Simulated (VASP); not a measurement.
# WC (Fm-3m) in VASP: a series of runs

The runs below take WC through single point, with PBEsol, LDA, BLYP.

All numbers are computed with VASP 6.6.1; they aren't measurements. Logs are shortened: lines on timing, memory, paths and dates and some standing lists are left out, and cuts for length are marked.

## 1. The cell of the first run

It takes space group Fm-3m (No. 225, cubic). The conventional cell has a = 4.385 Å, b = 4.385 Å, c = 4.385 Å, α = 90.00°, β = 90.00°, γ = 90.00°. Within 2.9 Å of W (site symmetry m-3m) lie 6 C at 2.19 Å. Within 2.9 Å of C (site symmetry m-3m) lie 6 W at 2.19 Å.

## 2. Single point, PBEsol

INCAR reads:

```
SYSTEM = WC
ALGO = Normal ; EDIFF = 1E-7
ENCUT = 520 ; GGA = PS
ISIF = 2 ; ISMEAR = -1
LASPH = .TRUE. ; LCHARG = .FALSE.
LREAL = .FALSE. ; LWAVE = .FALSE.
NBANDS = 16 ; NELM = 100
PREC = Accurate ; SIGMA = 0.1
```

KPOINTS reads:

```
k-points
0
G
  10 10 10
  0 0 0
```

POSCAR reads:

```
WC
1.0
    0.0000000000      2.1926840000      2.1926840000
    2.1926840000      0.0000000000      2.1926840000
    2.1926840000      2.1926840000      0.0000000000
W C
1 1
Direct
    0.0000000000      0.0000000000      0.0000000000
    0.5000000000      0.5000000000      0.5000000000
```

Potentials or basis: VASP PAW PBE potentials, release 64 (W_sv, C).

Launch:

```console
$ cat potpaw_PBE.64/W_sv/POTCAR potpaw_PBE.64/C/POTCAR > POTCAR
$ mpirun -np 1 vasp_std > vasp.out
```

OUTCAR:

```text
SYSTEM = WC
   EDIFF = 1E-7
   ENCUT = 520
   GGA = PS
   ISIF = 2
   ISMEAR = -1
   LASPH = .TRUE.
   LREAL = .FALSE.
   NELM = 100
   PREC = Accurate

 ion  position               nearest neighbor table
   1  0.000  0.000  0.000-   2 2.19   2 2.19   2 2.19   2 2.19   2 2.19   2 2.19
   2  0.500  0.500  0.500-   1 2.19   1 2.19   1 2.19   1 2.19   1 2.19   1 2.19

  LATTYP: Found a face centered cubic cell.
 ALAT       =     4.3853680000

  Lattice vectors:

 A1 = (   0.0000000000,   2.1926840000,   2.1926840000)
 A2 = (   2.1926840000,   0.0000000000,   2.1926840000)
 A3 = (   2.1926840000,   2.1926840000,   0.0000000000)

Analysis of symmetry for initial positions (statically):
=====================================================================
 Subroutine PRICEL returns:
 Original cell was already a primitive cell.

 Routine SETGRP: Setting up the symmetry group for a
 face centered cubic supercell.

 Subroutine GETGRP returns: Found 48 space group operations
 (whereof 48 operations were pure point group operations)
 out of a pool of 48 trial point group operations.

The static configuration has the point symmetry O_h .

Analysis of symmetry for dynamics (positions and initial velocities):
=====================================================================
 Subroutine PRICEL returns:
 Original cell was already a primitive cell.

 Routine SETGRP: Setting up the symmetry group for a
 face centered cubic supercell.

 Subroutine GETGRP returns: Found 48 space group operations
 (whereof 48 operations were pure point group operations)
 out of a pool of 48 trial point group operations.

The dynamic configuration has the point symmetry O_h .

 Subroutine INISYM returns: Found 48 space group operations
 (whereof 48 operations are pure point group operations),
 and found     1 'primitive' translations

----------------------------------------------------------------------------------------

                                     Primitive cell

  volume of cell :      21.0842

  direct lattice vectors                    reciprocal lattice vectors
     0.000000000  2.192684000  2.192684000    -0.228031034  0.228031034  0.228031034
     2.192684000  0.000000000  2.192684000     0.228031034 -0.228031034  0.228031034
     2.192684000  2.192684000  0.000000000     0.228031034  0.228031034 -0.228031034

  length of vectors
     3.100923451  3.100923451  3.100923451     0.394961337  0.394961337  0.394961337

  position of ions in fractional coordinates (direct lattice)
     0.000000000  0.000000000  0.000000000
     0.500000000  0.500000000  0.500000000

  ion indices of the primitive-cell ions
   primitive index   ion index
                 1           1
                 2           2

----------------------------------------------------------------------------------------

 KPOINTS: k-points

Automatic generation of k-mesh.
 Grid dimensions read from file:
 generate k-points for:   10   10   10

 Generating k-lattice:

  Cartesian coordinates                     Fractional coordinates (reciprocal lattice)
    -0.022803103  0.022803103  0.022803103     0.100000000  0.000000000  0.000000000
     0.022803103 -0.022803103  0.022803103     0.000000000  0.100000000  0.000000000
     0.022803103  0.022803103 -0.022803103     0.000000000  0.000000000  0.100000000

  Length of vectors
     0.039496134  0.039496134  0.039496134

  Shift w.r.t. Gamma in fractional coordinates (k-lattice)
     0.000000000  0.000000000  0.000000000

 Subroutine IBZKPT returns following result:
 ===========================================

 Found     47 irreducible k-points:

 Following reciprocal coordinates:
            Coordinates               Weight
  0.000000  0.000000  0.000000      1.000000
  0.100000  0.000000  0.000000      8.000000
  0.200000  0.000000  0.000000      8.000000
  0.300000  0.000000  0.000000      8.000000
  0.400000  0.000000  0.000000      8.000000
  0.500000  0.000000  0.000000      4.000000
[... 16 lines left out ...]
  0.300000  0.300000  0.000000      6.000000
  0.400000  0.300000  0.000000     24.000000
 [... further k-points ...]
   k-points           NKPTS =     47   k-points in BZ     NKDIM =     47   number of bands    NBANDS=     16
   number of dos      NEDOS =    301   number of ions     NIONS =      2
   total plane-waves  NPLWV =  13824
   dimension x,y,z NGX =    24 NGY =   24 NGZ =   24
   dimension x,y,z NGXF=    48 NGYF=   48 NGZF=   48
   ions per type =               1   1
   NGX,Y,Z   is equivalent  to a cutoff of  12.87, 12.87, 12.87 a.u.
   NGXF,Y,Z  is equivalent  to a cutoff of  25.73, 25.73, 25.73 a.u.
 SYSTEM =  WC
   PREC   = accura    normal or accurate (medium, high low for compatibility)
   ISTART =      0    job   : 0-new  1-cont  2-samecut
   ICHARG =      2    charge: 1-file 2-atom 10-const
   ISPIN  =      1    spin polarized calculation?
   LNONCOLLINEAR =      F non collinear calculations
   LSORBIT =      F    spin-orbit coupling
   LASPH  =      T    aspherical Exc in radial PAW
   ENCUT  =  520.0 eV  38.22 Ry    6.18 a.u.   5.77  5.77  5.77*2*pi/ulx,y,z
   NELM   =    100;   NELMIN=  2; NELMDL= -5     # of ELM steps
   EDIFF  = 0.1E-06   stopping-criterion for ELM
   LREAL  =      F    real-space projection
   EDIFFG = 0.1E-05   stopping-criterion for IOM
   NSW    =      0    number of steps for IOM
   IBRION =     -1    ionic relax: 0-MD 1-quasi-New 2-CG
   NFREE  =      0    steps in history (QN), initial steepest desc. (CG)
   ISIF   =      2    stress and relaxation
   ISYM   =      2    0-nonsym 1-usesym 2-fastsym
   POTIM  = 0.5000    time-step for ionic-motion
   TEBEG  =    0.0;   TEEND  =   0.0 temperature during run
   PSTRESS=    0.0 pullay stress
   NELECT =      18.0000    total number of electrons
   NUPDOWN=      -1.0000    fix difference up-down
   EMIN   =  10.00;   EMAX   =-10.00  energy-range for DOS
   EFERMI =   0.00;   METHOD = LEGACY
   ISMEAR =    -1;   SIGMA  =   0.10  broadening in eV -4-tet -1-fermi 0-gaus
   EFERMI_NEDOS =   21; number of points for ismear=-14 and -15
   IALGO  =     38    algorithm
   IMIX   =      4    mixing-type and parameters
     AMIX     =   0.40;   BMIX     =  1.00
     AMIX_MAG =   1.60;   BMIX_MAG =  1.00
  volume/ion in A,a.u.               =      10.54        71.14
  Fermi-wavevector in a.u.,A,eV,Ry     =   1.553029  2.934800 32.815887  2.411900
  Thomas-Fermi vector in A             =   2.657319
   LORBIT       =      0    0 simple, 1 ext, 2 COOP (PROOUT), +10 PAW based schemes
   GGA     = PS    functional components
   LHFCALC =     F    Hartree Fock is set to
   AEXX    =    0.0000 exact exchange contribution
   IVDW    =     0    specifies the selected vdW correction
   LEPSILON=     F    determine dielectric tensor
   LRPA    =     F    only Hartree local field effects (RPA)
 non-spin polarized calculation
  energy-cutoff  :      520.00
  volume of cell :       21.08
 maximum number of plane-waves:       588
   NGX = 11   NGY = 11   NGZ = 11

 number of electron      18.0000001 magnetization

 Free energy of the ion-electron system (eV)
  ---------------------------------------------------
  ext. energy  EPLUGINS =         0.00000000
  ---------------------------------------------------
  free energy    TOTEN  =       -23.00984105 eV

  energy without entropy =      -22.98262762  energy(sigma->0) =      -22.99623434

 E-fermi :  12.2669     XC(G=0): -13.8418

 val. band max:       12.1976914610   @ k =   0.3000   0.2000   0.1000
 cond. band min:      12.3520295732   @ k =  -0.3000   0.3000   0.1000
 fundamental gap:      0.1543381121
 Fermi energy:        12.2668804539

 k-point     1 :       0.0000    0.0000    0.0000
  band No.  band energies     occupation
      1     -63.1181      2.00000
      2     -27.1148      2.00000
      3     -27.1148      2.00000
      4     -27.1148      2.00000
      5      -3.5276      2.00000
      6       9.4917      2.00000
[... 8 lines left out ...]
     15      21.8788      0.00000
     16      35.4862      0.00000

 k-point     2 :       0.1000    0.0000    0.0000
  band No.  band energies     occupation
      1     -63.1146      2.00000
      2     -27.1736      2.00000
      3     -27.1211      2.00000
      4     -27.1211      2.00000
      5      -3.2472      2.00000
      6       8.5887      2.00000
[... 8 lines left out ...]
     15      22.5272      0.00000
     16      32.8539      0.00000

 k-point     3 :       0.2000    0.0000    0.0000
  band No.  band energies     occupation
      1     -63.1054      2.00000
      2     -27.3249      2.00000
      3     -27.1376      2.00000
      4     -27.1376      2.00000
      5      -2.4546      2.00000
      6       6.9292      2.00000
[... 8 lines left out ...]
     15      23.9512      0.00000
     16      29.9430      0.00000

 k-point     4 :       0.3000    0.0000    0.0000
  band No.  band energies     occupation
      1     -63.0939      2.00000
      2     -27.5068      2.00000
      3     -27.1579      2.00000
      4     -27.1579      2.00000
      5      -1.2797      2.00000
      6       5.1828      2.00000
[... 8 lines left out ...]
     15      24.7541      0.00000
     16      27.7348      0.00000

 k-point     5 :       0.4000    0.0000    0.0000
  band No.  band energies     occupation
      1     -63.0847      2.00000
      2     -27.6502      2.00000
      3     -27.1742      2.00000
      4     -27.1742      2.00000
      5       0.0936      2.00000
      6       3.5401      2.00000
[... 8 lines left out ...]
     15      25.1596      0.00000
     16      25.1596      0.00000

 k-point     6 :       0.5000    0.0000    0.0000
  band No.  band energies     occupation
      1     -63.0811      2.00000
      2     -27.7041      2.00000
      3     -27.1804      2.00000
      4     -27.1804      2.00000
      5       1.1210      2.00000
      6       2.4409      2.00000
[... 8 lines left out ...]
     15      24.0043      0.00000
     16      24.0043      0.00000

 k-point     7 :       0.1000    0.1000    0.0000
  band No.  band energies     occupation
      1     -63.1134      2.00000
      2     -27.1695      2.00000
      3     -27.1350      2.00000
      4     -27.1350      2.00000
      5      -3.1612      2.00000
      6       8.2347      2.00000
[... 8 lines left out ...]
     15      22.7482      0.00000
     16      32.7653      0.00000

 k-point     8 :       0.2000    0.1000    0.0000
  band No.  band energies     occupation
      1     -63.1061      2.00000
      2     -27.2819      2.00000
      3     -27.1576      2.00000
      4     -27.1464      2.00000
      5      -2.5639      2.00000
      6       6.8029      2.00000
[... 8 lines left out ...]
     15      23.9799      0.00000
     16      29.7525      0.00000

 k-point     9 :       0.3000    0.1000    0.0000
  band No.  band energies     occupation
      1     -63.0954      2.00000
      2     -27.4486      2.00000
      3     -27.1802      2.00000
      4     -27.1664      2.00000
      5      -1.5654      2.00000
      6       5.4101      2.00000
[... 8 lines left out ...]
     15      24.8030      0.00000
     16      27.7120      0.00000
[... 172 lines left out ...]
 k-point    19 :       0.5000    0.2000    0.0000
  band No.  band energies     occupation
      1     -63.0768      2.00000
      2     -27.6205      2.00000
      3     -27.2982      2.00000
      4     -27.2308      2.00000
      5       0.0429      2.00000
      6       3.8899      2.00000
[... 8 lines left out ...]
     15      23.4040      0.00000
     16      26.2701      0.00000

 k-point    20 :      -0.4000    0.2000    0.0000
  band No.  band energies     occupation
      1     -63.0760      2.00000
      2     -27.6235      2.00000
      3     -27.3295      2.00000
      4     -27.2110      2.00000
      5       0.3970      2.00000
      6       3.5018      2.00000
[... 8 lines left out ...]
     15      24.4216      0.00000
     16      25.2768      0.00000

 k-point    21 :      -0.3000    0.2000    0.0000
  band No.  band energies     occupation
      1     -63.0810      2.00000
      2     -27.5625      2.00000
      3     -27.3265      2.00000
      4     -27.1811      2.00000
      5      -0.0876      2.00000
      6       3.9282      2.00000
[... 8 lines left out ...]
     15      24.6568      0.00000
     16      25.3257      0.00000

 k-point    22 :      -0.2000    0.2000    0.0000
  band No.  band energies     occupation
      1     -63.0899      2.00000
      2     -27.4745      2.00000
      3     -27.2746      2.00000
      4     -27.1522      2.00000
      5      -1.0291      2.00000
      6       4.9461      2.00000
[... 8 lines left out ...]
     15      24.9699      0.00000
     16      25.5847      0.00000

 k-point    23 :       0.3000    0.3000    0.0000
  band No.  band energies     occupation
      1     -63.0858      2.00000
      2     -27.4719      2.00000
      3     -27.2527      2.00000
      4     -27.2527      2.00000
      5      -1.3813      2.00000
      6       5.0657      2.00000
[... 8 lines left out ...]
     15      24.7558      0.00000
     16      27.7106      0.00000

 k-point    24 :       0.4000    0.3000    0.0000
  band No.  band energies     occupation
      1     -63.0784      2.00000
      2     -27.5483      2.00000
      3     -27.2930      2.00000
      4     -27.2751      2.00000
      5      -1.0577      2.00000
      6       5.1895      2.00000
[... 8 lines left out ...]
     15      23.9716      0.00000
     16      27.6376      0.00000

 [... further k-points ...]

------------------------ aborting loop because EDIFF is reached ----------------------------------------

  FORCE on cell =-STRESS in cart. coord.  units (eV):
  Direction    XX          YY          ZZ          XY          YZ          ZX
  --------------------------------------------------------------------------------------
  -------------------------------------------------------------------------------------
  Total       -1.2037170     -1.2037170     -1.2037170      0.0000000      0.0000000      0.0000000
  in kB      -91.4696119    -91.4696119    -91.4696119      0.0000000      0.0000000      0.0000000
  external PRESSURE =     -91.4696119 kB  Pullay stress =       0.0000000 kB

 VOLUME and BASIS-vectors are now :
 -----------------------------------------------------------------------------
  energy-cutoff  :      520.00
  volume of cell :       21.08
      direct lattice vectors                 reciprocal lattice vectors
     0.000000000  2.192684000  2.192684000    -0.228031034  0.228031034  0.228031034
     2.192684000  0.000000000  2.192684000     0.228031034 -0.228031034  0.228031034
     2.192684000  2.192684000  0.000000000     0.228031034  0.228031034 -0.228031034

 POSITION                                       TOTAL-FORCE (eV/Angst)
 -----------------------------------------------------------------------------------
      0.00000      0.00000      0.00000        -0.000000      0.000000     -0.000000
      2.19268      2.19268      2.19268         0.000000      0.000000      0.000000
 -----------------------------------------------------------------------------------
    total drift:                                0.000000     -0.000000     -0.000000

  FREE ENERGIE OF THE ION-ELECTRON SYSTEM (eV)
  ---------------------------------------------------
  free  energy   TOTEN  =       -23.0098410504 eV

  energy  without entropy=      -22.9826276228  energy(sigma->0) =      -22.99623434
```

It took 25 s on 1 thread of AMD EPYC 7R43 (Zen 3), shared host; peak memory 0.12 GiB.

What came out:

```yaml
Free_energy: -23.0098 eV
Pressure: -9.1 GPa
Band_gap_on_the_k_mesh: zero (band 9 reaches 13.30 eV, above the bottom of band 10 at 10.11 eV)
```

Caveat: the PAW data sets were made with another functional, which shifts forces and pressure a little; spin-orbit coupling is left out, which moves the levels of the heavy elements.

## 3. Single point, LDA

INCAR reads:

```
SYSTEM = WC
PREC = Accurate
ENCUT = 520
EDIFF = 1E-7
ISMEAR = -1
SIGMA = 0.1
LREAL = .FALSE.
LASPH = .TRUE.
NELM = 60
ALGO = Normal
ISIF = 2
LWAVE = .FALSE.
LCHARG = .FALSE.
GGA = CA
NBANDS = 16
```

KPOINTS reads:

```
Automatic mesh
0
G
  10 10 10
  0 0 0
```

POSCAR is that of step 2.

Potentials or basis: VASP PAW LDA potentials, release 64 (W_sv, C).

Launch:

```console
$ cat potpaw_LDA.64/W_sv/POTCAR potpaw_LDA.64/C/POTCAR > POTCAR
$ mpirun -np 1 vasp_std > vasp.out
```

It took 23 s on 1 thread of AMD EPYC 7R43 (Zen 3), shared host; peak memory 0.11 GiB.

Results (log left out):

- Free energy: -23.8015 eV
- Pressure: -13.9 GPa
- Band gap on the k mesh: zero (band 9 reaches 13.30 eV, above the bottom of band 10 at 10.14 eV)

Levels at points of the mesh, in eV from the Fermi level:
| k point | band 7 | band 8 | band 9 | band 10 | band 11 | band 12 |
| --- | --- | --- | --- | --- | --- | --- |
| (0.00, 0.00, 0.00) | -2.76 | -2.76 | -1.03 | -1.03 | -1.03 | -0.99 |
| (0.50, 0.00, 0.00) | -6.56 | -6.56 | 1.01 | 1.01 | 2.31 | 5.03 |
| (0.50, 0.50, 0.00) | -5.49 | -2.44 | -2.44 | 0.82 | 2.24 | 2.24 |

Caveat: spin-orbit coupling is left out, which moves the levels of the heavy elements.

(Part 1 of 2 ends here.)
